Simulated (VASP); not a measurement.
Si, 6 atoms in the cell. It takes space group C2/m (No. 12, monoclinic). Conventional cell: a = 6.652 Å, b = 3.840 Å, c = 9.977 Å, α = 90.00°, β = 109.47°, γ = 90.00°. Si (site symmetry m) has 4 Si at 2.35 Å within 3.1 Å. Within 3.1 Å of Si (site symmetry m) lie 4 Si at 2.35 Å. Si (site symmetry m) has 5 Si at 2.35 to 3.04 Å within 3.1 Å. 

```yaml
Program: VASP 6.6.1
Task: single point
Functional: PBE
Potentials_or_basis: VASP PAW PBE potentials, release 64 (Si)
Cutoff: 520 eV
k_mesh: 8 × 8 × 3
Occupations: gaussian, width 0.05 eV
Spin: no spin polarisation
Dipole_correction: no
Further_INCAR_settings: ALGO = Normal; EDIFF = 1e-06; NBANDS = 21; ISYM = 0
```

Potentials or basis: VASP PAW PBE potentials, release 64 (Si).

Run with:

```console
$ cat potpaw_PBE.64/Si/POTCAR > POTCAR
$ mpirun -np 1 vasp_std > vasp.out
```

Hardware: 1 thread of Intel Xeon 8259CL (shared host).

Question: Estimate the wall time of this run.

Answer: Wall time 6.1 min on 1 thread of Intel Xeon 8259CL, on a shared host, peak memory 0.34 GiB. Counts: scf iterations 13, k points 98.
